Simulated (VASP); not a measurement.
A run of VASP 6.6.1:

Contents of INCAR:

```
PREC = Accurate ; ENCUT = 600
EDIFF = 1E-7 ; ISMEAR = 0
SIGMA = 0.1 ; LREAL = False
LASPH = True ; NELM = 80
ALGO = Normal ; ISIF = 3
LWAVE = False ; LCHARG = False
GGA = PE ; IBRION = 2
NSW = 90 ; EDIFFG = -0.04
```

The input KPOINTS:

```
regular mesh
0
Gamma
  4 4 4
```

Contents of POSCAR:

```
Sn3Br
1.0
    4.6901591608      0.0000000000      0.0000000000
    0.0000000000      4.6901591608      0.0000000000
    0.0000000000      0.0000000000      4.6419508708
Sn Br
3 1
Direct
    0.0000000000      0.5000000000      0.5000000000
    0.5000000000      0.0000000000      0.5000000000
    0.5000000000      0.5000000000      0.0000000000
    0.0000000000      0.0000000000      0.0000000000
```

Potentials or basis: VASP PAW PBE potentials, release 64 (Sn_d, Br).

Command:

```console
$ cat potpaw_PBE.64/Sn_d/POTCAR potpaw_PBE.64/Br/POTCAR > POTCAR
$ mpirun -np 1 vasp_std > vasp.out
```

Hardware: 1 thread of AMD EPYC 7R43 64-Core Processor (Zen 3) (shared host).

Problem. Estimate the wall time of this run.

Solution. Wall time 2.4 min on 1 thread of AMD EPYC 7R43 64-Core Processor (Zen 3) (shared host), peak memory 0.24 GiB. Counts: scf iterations 36, k points 18, ion steps 3.
